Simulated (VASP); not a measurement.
# Cd (Fm-3m) in VASP: a series of runs

Runs on Cd. Level: LDA. Tasks: relaxation of cell and atoms.

All numbers are computed with VASP 6.6.1; they aren't measurements. Logs are shortened: lines on timing, memory, paths and dates and some standing lists are left out, and cuts for length are marked.

## Step 1: The cell of the first run

Symmetry: Fm-3m, No. 225, cubic system. The conventional cell has a = 4.420 Å, b = 4.420 Å, c = 4.420 Å, α = 90.00°, β = 90.00°, γ = 90.00°. Within 4.1 Å of Cd (site symmetry m-3m) lie 12 Cd at 3.13 Å.

This isn't the form of Cd at room conditions, which is hcp.

## Step 2: Relaxation of cell and atoms, LDA

INCAR reads:

```
PREC = Accurate
ENCUT = 500
EDIFF = 1E-7
ISMEAR = 0
SIGMA = 0.05
LREAL = False
LASPH = True
NELM = 120
ALGO = Normal
ISIF = 3
LWAVE = False
LCHARG = False
IBRION = 2
NSW = 80
EDIFFG = -0.03
GGA_COMPAT = False
NELMIN = 4
```

KPOINTS reads:

```
Automatic mesh
0
Gamma
  8 8 8
```

POSCAR reads:

```
Cd
1.0
    0.0000000000      2.2100000000      2.2100000000
    2.2100000000      0.0000000000      2.2100000000
    2.2100000000      2.2100000000      0.0000000000
Cd
1
Direct
    0.0000000000      0.0000000000      0.0000000000
```

Potentials or basis: VASP PAW LDA potentials, release 64 (Cd).

The run is started by

```
$ cat potpaw_LDA.64/Cd/POTCAR > POTCAR
$ mpirun -np 1 vasp_std > vasp.out
```

OUTCAR:

```text
PREC = Accurate
   ENCUT = 500
   EDIFF = 1E-7
   ISMEAR = 0
   LREAL = False
   LASPH = True
   NELM = 120
   ISIF = 3
   IBRION = 2
   NSW = 80
   EDIFFG = -0.03
   NELMIN = 4

 ion  position               nearest neighbor table
   1  0.000  0.000  0.000-

  LATTYP: Found a face centered cubic cell.
 ALAT       =     4.4200000000

  Lattice vectors:

 A1 = (   0.0000000000,   2.2100000000,   2.2100000000)
 A2 = (   2.2100000000,   0.0000000000,   2.2100000000)
 A3 = (   2.2100000000,   2.2100000000,   0.0000000000)

Analysis of symmetry for initial positions (statically):
=====================================================================
 Subroutine PRICEL returns:
 Original cell was already a primitive cell.

 Routine SETGRP: Setting up the symmetry group for a
 face centered cubic supercell.

 Subroutine GETGRP returns: Found 48 space group operations
 (whereof 48 operations were pure point group operations)
 out of a pool of 48 trial point group operations.

The static configuration has the point symmetry O_h .

Analysis of symmetry for dynamics (positions and initial velocities):
=====================================================================
 Subroutine PRICEL returns:
 Original cell was already a primitive cell.

 Routine SETGRP: Setting up the symmetry group for a
 face centered cubic supercell.

 Subroutine GETGRP returns: Found 48 space group operations
 (whereof 48 operations were pure point group operations)
 out of a pool of 48 trial point group operations.

The dynamic configuration has the point symmetry O_h .

 Subroutine INISYM returns: Found 48 space group operations
 (whereof 48 operations are pure point group operations),
 and found     1 'primitive' translations

----------------------------------------------------------------------------------------

                                     Primitive cell

  volume of cell :      21.5877

  direct lattice vectors                    reciprocal lattice vectors
     0.000000000  2.210000000  2.210000000    -0.226244344  0.226244344  0.226244344
     2.210000000  0.000000000  2.210000000     0.226244344 -0.226244344  0.226244344
     2.210000000  2.210000000  0.000000000     0.226244344  0.226244344 -0.226244344

  length of vectors
     3.125411973  3.125411973  3.125411973     0.391866699  0.391866699  0.391866699

  position of ions in fractional coordinates (direct lattice)
     0.000000000  0.000000000  0.000000000

[... 92 lines left out ...]
   IALGO  =     38    algorithm
   IMIX   =      4    mixing-type and parameters
     AMIX     =   0.40;   BMIX     =  1.00
     AMIX_MAG =   1.60;   BMIX_MAG =  1.00
  volume/ion in A,a.u.               =      21.59       145.68
  Fermi-wavevector in a.u.,A,eV,Ry     =   1.346066  2.543696 24.652305  1.811893
  Thomas-Fermi vector in A             =   2.473928
   LORBIT       =      0    0 simple, 1 ext, 2 COOP (PROOUT), +10 PAW based schemes
   GGA     = CA    functional components
   LHFCALC =     F    Hartree Fock is set to
   AEXX    =    0.0000 exact exchange contribution
   IVDW    =     0    specifies the selected vdW correction
   LEPSILON=     F    determine dielectric tensor
   LRPA    =     F    only Hartree local field effects (RPA)
 conjugate gradient relaxation of ions
 non-spin polarized calculation
 Gauss-broadening in eV      SIGMA  =   0.05
  energy-cutoff  :      500.00
  volume of cell :       21.59
 maximum number of plane-waves:       568
   NGX = 11   NGY = 11   NGZ = 11

--------------------------------------- Ionic step        1  -------------------------------------------

 number of electron      12.0000005 magnetization

 Free energy of the ion-electron system (eV)
  ---------------------------------------------------
  ext. energy  EPLUGINS =         0.00000000
  ---------------------------------------------------
  free energy    TOTEN  =        -1.47928395 eV

  energy without entropy =       -1.47876384  energy(sigma->0) =       -1.47902389

------------------------ aborting loop because EDIFF is reached ----------------------------------------

  FORCE on cell =-STRESS in cart. coord.  units (eV):
  Direction    XX          YY          ZZ          XY          YZ          ZX
  --------------------------------------------------------------------------------------
  -------------------------------------------------------------------------------------
  Total       -0.5218053     -0.5218053     -0.5218053      0.0000000      0.0000000     -0.0000000
  in kB      -38.7268544    -38.7268544    -38.7268544      0.0000000      0.0000000     -0.0000000
  external PRESSURE =     -38.7268544 kB  Pullay stress =       0.0000000 kB
[... 57 lines left out ...]
--------------------------------------- Ionic step        3  -------------------------------------------

 number of electron      11.9999996 magnetization

 Free energy of the ion-electron system (eV)
  ---------------------------------------------------
  ext. energy  EPLUGINS =         0.00000000
  ---------------------------------------------------
  free energy    TOTEN  =        -1.49766594 eV

  energy without entropy =       -1.49715750  energy(sigma->0) =       -1.49741172

 E-fermi :   2.9319     XC(G=0): -11.7489

 val. band max:        2.7477952049   @ k =  -0.3750   0.3750   0.1250
 cond. band min:       2.9807736403   @ k =   0.5000   0.1250   0.0000
 fundamental gap:      0.2329784354
 Fermi energy:         2.9318706774

 k-point     1 :       0.0000    0.0000    0.0000
  band No.  band energies     occupation
      1      -6.2368      2.00000
      2      -6.1154      2.00000
      3      -6.1154      2.00000
      4      -6.1154      2.00000
      5      -5.5666      2.00000
      6      -5.5666      2.00000
      7      17.4449      0.00000
      8      18.8444      0.00000
      9      18.8444      0.00000
     10      18.8444      0.00000
[... 287 lines left out ...]
 k-point    24 :      -0.3750    0.2500    0.1250
  band No.  band energies     occupation
      1      -6.4220      2.00000
      2      -6.2724      2.00000
      3      -5.7486      2.00000
      4      -5.6797      2.00000
      5      -5.1569      2.00000
      6       2.2267      2.00000
      7       2.6283      2.00000
      8      10.8556      0.00000
      9      11.5843      0.00000
     10      17.9818      0.00000

 [... further k-points ...]

------------------------ aborting loop because EDIFF is reached ----------------------------------------

  FORCE on cell =-STRESS in cart. coord.  units (eV):
  Direction    XX          YY          ZZ          XY          YZ          ZX
  --------------------------------------------------------------------------------------
  -------------------------------------------------------------------------------------
  Total        0.0023355      0.0023355      0.0023355      0.0000000     -0.0000000     -0.0000000
  in kB        0.1855107      0.1855107      0.1855107      0.0000000     -0.0000000     -0.0000000
  external PRESSURE =       0.1855107 kB  Pullay stress =       0.0000000 kB
[... 16 lines left out ...]
  FREE ENERGIE OF THE ION-ELECTRON SYSTEM (eV)
  ---------------------------------------------------
  free  energy   TOTEN  =        -1.4976659359 eV

  energy  without entropy=       -1.4971575034  energy(sigma->0) =       -1.49741172

 reached required accuracy - stopping structural energy minimisation
```

OSZICAR:

```text
N       E                     dE             d eps       ncg     rms          rms(c)
DAV:   1     0.676401875812E+02    0.67640E+02   -0.69669E+03   612   0.115E+03
DAV:   2    -0.510588731742E+00   -0.68151E+02   -0.65988E+02   598   0.261E+02
DAV:   3    -0.154803405582E+01   -0.10374E+01   -0.10371E+01   674   0.387E+01
[... 22 lines left out ...]
DAV:   3    -0.149779210931E+01    0.68391E-03   -0.16867E-03   632   0.564E-01    0.204E-01
DAV:   4    -0.149766544930E+01    0.12666E-03   -0.10273E-04   600   0.107E-01    0.120E-02
DAV:   5    -0.149766576941E+01   -0.32011E-06   -0.31249E-06   648   0.209E-02    0.520E-03
DAV:   6    -0.149766593527E+01   -0.16586E-06   -0.18535E-07   588   0.522E-03    0.434E-04
DAV:   7    -0.149766593594E+01   -0.66461E-09   -0.29499E-09   294   0.693E-04
   3 F= -.14976659E+01 E0= -.14974117E+01  d E =-.183820E-01
```

CONTCAR:

```text
Cd
   1.00000000000000
     0.0000000000000000    2.1605429903291236    2.1605429903291236
     2.1605429903291236    0.0000000000000000    2.1605429903291236
     2.1605429903291236    2.1605429903291236   -0.0000000000000000
  Cd
     1
Direct
     0.0000000000000000    0.0000000000000000    0.0000000000000000

  0.00000000E+00  0.00000000E+00  0.00000000E+00
```

Run time: 5.8 s. Hardware: 1 thread of Intel Xeon Platinum 8488C (Sapphire Rapids), shared host; peak memory 0.13 GiB.

What came out:

* Free energy: -1.4977 eV
* Relaxed volume: 20.17 Å³/atom
* Relaxed cell: a = 3.055 Å, b = 3.055 Å, c = 3.055 Å, α = 60.00°, β = 60.00°, γ = 60.00°
* Space group after relaxing (to 0.1 Å): Fm-3m (No. 225)
* Energy gained by relaxing: 18.4 meV/atom
* Ionic steps: 3
* Pressure after relaxing: 0.0 GPa
* Band gap on the k mesh: zero (bands 6 and 7 overlap by 3.35 eV)

Step by step:
| step | energy change (eV) | largest force (eV/Å) | pressure (GPa) | volume (Å³) |
| --- | --- | --- | --- | --- |
| 1 | 0.0000 | 0.0000 | -3.87 | 21.59 |
| 2 | -0.0180 | 0.0000 | 0.61 | 20.00 |
| 3 | -0.0184 | 0.0000 | 0.02 | 20.17 |

Final structure:
```
Cd
1.0
     0.00000    2.16054    2.16054
     2.16054    0.00000    2.16054
     2.16054    2.16054    0.00000
Cd
1
Cartesian
  0.0000 0.0000 0.0000
```

Levels at points of the mesh, in eV from the Fermi level:
```
           k point  band 4  band 5  band 6  band 7  band 8  band 9
(0.00, 0.00, 0.00)   -9.05   -8.50   -8.50   14.51   15.91   15.91
(0.50, 0.00, 0.00)   -8.05   -8.05   -2.39   -0.97   13.41   13.41
(0.50, 0.50, 0.00)   -7.94   -7.94   -0.78    1.91    7.25    7.25
```

(Continued in part 2 of 2.)
